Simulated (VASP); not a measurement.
Wanted: the native input for a VASP 6.6.1 run.

```
Task                   : single point
Functional             : LDA
Potentials or basis    : VASP PAW LDA potentials, release 64 (Li_sv, F)
Cutoff                 : 520 eV
k mesh                 : 9 × 9 × 6
Occupations            : gaussian, width 0.05 eV
Spin                   : no spin polarisation
Dipole correction      : no
Further INCAR settings : ALGO = Normal; EDIFF = 1e-06; NBANDS = 18
```

The structure of LiF lies in POSCAR:

```
LiF
1.0
    3.0609398175      0.0382617477      0.0000000000
   -1.4973342632      2.6317207676      0.0000000000
    0.0000000000      0.0000000000      4.8073245700
Li F
2 2
Direct
    0.3333333333      0.6666666667      0.3811542600
    0.6666666667      0.3333333333      0.8811542600
    0.3333333333      0.6666666667      0.9938437400
    0.6666666667      0.3333333333      0.4938437400
```

This cell differs from its parent crystal: strain +0.0250 x Voigt [0, 0, 0, 0, 0, 1].

The input as run:

INCAR

```
SYSTEM = LiF
ALGO     = Normal         ! electronic algorithm
EDIFF    = 1E-6           ! SCF threshold, eV
ENCUT    = 520            ! plane-wave cutoff, eV
ISIF     = 2              ! what is computed and relaxed
ISMEAR   = 0              ! smearing method
LASPH    = .True.         ! aspherical terms in the spheres
LCHARG   = .False.        ! write CHGCAR
LREAL    = .False.        ! projectors in reciprocal space
LWAVE    = .False.        ! write WAVECAR
NBANDS   = 18             ! bands
NELM     = 100            ! most SCF steps
PREC     = Accurate       ! precision mode
SIGMA    = 0.05           ! smearing width, eV
```

KPOINTS

```
k-points
0
Gamma
  9 9 6
  0 0 0
```

Potentials or basis: VASP PAW LDA potentials, release 64 (Li_sv, F).

The run is started by

```bash
$ cat potpaw_LDA.64/Li_sv/POTCAR potpaw_LDA.64/F/POTCAR > POTCAR
$ mpirun -np 1 vasp_std > vasp.out
```

Results of the run:

```yaml
Largest_force: 0.076 eV/Å
Band_gap_on_the_k_mesh: 7.59 eV
```

Caveat: the cell differs from its parent crystal (strain +0.0250 x Voigt [0, 0, 0, 0, 0, 1]); an odd mesh through Γ misses points on the zone boundary, where band edges can lie.

Wall time 58 s on 1 thread of AMD EPYC 7R13 Processor (Zen 3), on a shared host, peak memory 0.17 GiB.
